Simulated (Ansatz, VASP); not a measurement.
**One calculation of Si, two programs**

```
CELL_PARAMETERS angstrom
3.90794 0.00000 0.00000
-1.95397 3.25166 0.00000
0.00000 0.00000 6.33262
ATOMIC_POSITIONS crystal
Si 0.33333 0.66667 0.06301
Si 0.66667 0.33333 0.56301
Si 0.33333 0.66667 0.43699
Si 0.66667 0.33333 0.93699
```

Change from the starting cell: strain +0.0200 x Voigt [1, -1, 0, 0, 0, 0], atoms carried along.

Alike in both runs: task single point; functional PBEsol; k mesh 12 × 12 × 6; occupations gaussian, width 0.03 eV; no spin polarisation.

|  | VASP | Ansatz |
| --- | --- | --- |
| version | VASP 6.6.1 | Ansatz 0.2.0 |
| potentials or method | VASP PAW PBE potentials, release 64 (Si), cutoff 520 eV | scalar-relativistic, plane waves, PAW |
| valence electrons in the cell | 16 | 16 |

```tsv
	VASP	Ansatz	Ansatz less VASP
gap on the k mesh at the Fermi level (eV)	none	none	-
pressure (GPa)	-0.2	-0.3	-0.10
traceless stress, the component that is largest in VASP (GPa)	3.51	3.49	-0.020
rms of the force components (eV/Å)	0.202	0.201	-0.0017
```

VASP's potentials were made for PBE, not for PBEsol. Atom by atom the forces differ by 0.002 eV/Å (rms over components). A gap of «none» marks a metal or a gap that the smearing closes.
